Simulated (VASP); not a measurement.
Write the native input for VASP 6.6.1 that does the following.

- Task: single point
- Functional: r2SCAN
- Potentials or basis: VASP PAW PBE potentials, release 64 (Gd, N)
- Cutoff: 520 eV
- k mesh: 12 × 12 × 12
- Occupations: gaussian, width 0.05 eV
- Spin: collinear spin, ferromagnetic start
- Starting moments: [7.62, 0.0] μB
- Dipole correction: no
- Further INCAR settings: ALGO = Normal; EDIFF = 1e-06; NBANDS = 22

Crystal: GdN.

```
CELL_PARAMETERS angstrom
3.36247 0.00000 0.00000
-1.68123 2.91198 0.00000
0.00000 0.00000 3.06231
ATOMIC_POSITIONS crystal
Gd 0.00000 0.00000 0.00000
N 0.66667 0.33333 0.50000
```

These files were run (other wordings do the same):

POSCAR

```
GdN
1.0
    3.3624697153      0.0000000000      0.0000000000
   -1.6812348576      2.9119841929      0.0000000000
    0.0000000000      0.0000000000      3.0623131137
Gd N
1 1
Direct
    0.0000000000      0.0000000000      0.0000000000
    0.6666666667      0.3333333333      0.5000000000
```

INCAR.step1

```
PREC     = Accurate       # precision mode
ENCUT    = 520            # plane-wave cutoff, eV
ISMEAR   = 0              # smearing method
SIGMA    = 0.05           # smearing width, eV
LREAL    = False          # projectors in reciprocal space
LASPH    = True           # aspherical terms in the spheres
NELM     = 150            # most SCF steps
ISPIN    = 2              # spin polarisation
MAGMOM   = 7.62 0         # initial moments
LMAXMIX  = 6              # l up to which the mixer works
NBANDS   = 22             # bands
GGA      = PE             # functional
ALGO     = Normal         # electronic algorithm
EDIFF    = 1E-4           # SCF threshold, eV
LWAVE    = True           # write WAVECAR
LCHARG   = False          # write CHGCAR
```

INCAR.step2

```
PREC     = Accurate       # precision mode
ENCUT    = 520            # plane-wave cutoff, eV
EDIFF    = 1E-6           # SCF threshold, eV
ISMEAR   = 0              # smearing method
SIGMA    = 0.05           # smearing width, eV
LREAL    = False          # projectors in reciprocal space
LASPH    = True           # aspherical terms in the spheres
NELM     = 150            # most SCF steps
ALGO     = Normal         # electronic algorithm
ISIF     = 2              # what is computed and relaxed
LWAVE    = False          # write WAVECAR
LCHARG   = False          # write CHGCAR
ISPIN    = 2              # spin polarisation
MAGMOM   = 7.62 0         # initial moments
LORBIT   = 11             # projections on sites
LMAXMIX  = 6              # l up to which the mixer works
METAGGA  = R2SCAN         # meta-GGA
LMIXTAU  = True         
NBANDS   = 22             # bands
ISTART   = 1
```

KPOINTS

```
regular mesh
0
Gamma
  12 12 12
```

Potentials or basis: VASP PAW PBE potentials, release 64 (Gd, N).

The run is started by

```sh
$ cat potpaw_PBE.64/Gd/POTCAR potpaw_PBE.64/N/POTCAR > POTCAR
$ cp INCAR.step1 INCAR
$ mpirun -np 1 vasp_std > vasp.out
$ cp INCAR.step2 INCAR
$ mpirun -np 1 vasp_std > vasp.out
```

It gave:

```yaml
Pressure: 2.9 GPa
Band_gap_on_the_k_mesh: 0.01 eV
Net_moment: 7.00 μB per cell
Site_moments: Gd +6.79; N -0.09 μB
Valence_electrons_inside_the_program's_atomic_spheres: Gd 15.29; N 3.69
```

Caveat: the PAW data sets were made with another functional, which shifts forces and pressure a little; spin-orbit coupling is left out, which moves the levels of the heavy elements; a cell with one magnetic atom can't hold antiferromagnetic order, which such compounds often take; semilocal functionals describe open f shells poorly, which spoils levels, moments and volumes.

Run time: 14 min on 1 thread of Intel(R) Xeon(R) 6975P-C (Granite Rapids), with other jobs on the host, peak memory 0.3 GiB.
